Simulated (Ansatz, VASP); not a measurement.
**SrCl2 in VASP and in Ansatz**

```
Sr Cl
1.0
     0.00000    3.62492    3.76434
     3.62492    0.00000    3.76434
     3.62492    3.62492    0.00000
Sr Cl
1 2
Direct
  0.00000 0.00000 0.00000
  0.25000 0.25000 0.25000
  0.75000 0.75000 0.75000
```

Change from the starting cell: strain +0.040 along x and y, +0.080 along z, atoms carried along.

Alike in both runs: task single point; functional LDA; k mesh 6 × 6 × 6; occupations gaussian, width 0.05 eV; no spin polarisation.

```csv
,VASP,Ansatz
version,VASP 6.6.1,Ansatz 0.2.0
potentials or method,"VASP PAW LDA potentials, release 64 (Sr_sv, Cl), cutoff 520 eV","scalar-relativistic, plane waves, PAW"
valence electrons in the cell,24,24
```

|  | VASP | Ansatz | Ansatz less VASP |
| --- | --- | --- | --- |
| gap on the k mesh at the Fermi level (eV) | 4.25 | 4.24 | -0.009 |
| least direct gap on the mesh (eV) | 4.53 | 4.52 | -0.010 |
| pressure (GPa) | -5.9 | -6.0 | -0.04 |
| traceless stress, the component that is largest in VASP (GPa) | -0.99 | -1.00 | -0.004 |

LDA's correlation is that of Perdew and Zunger in VASP and of Perdew and Wang (1992) in Ansatz.
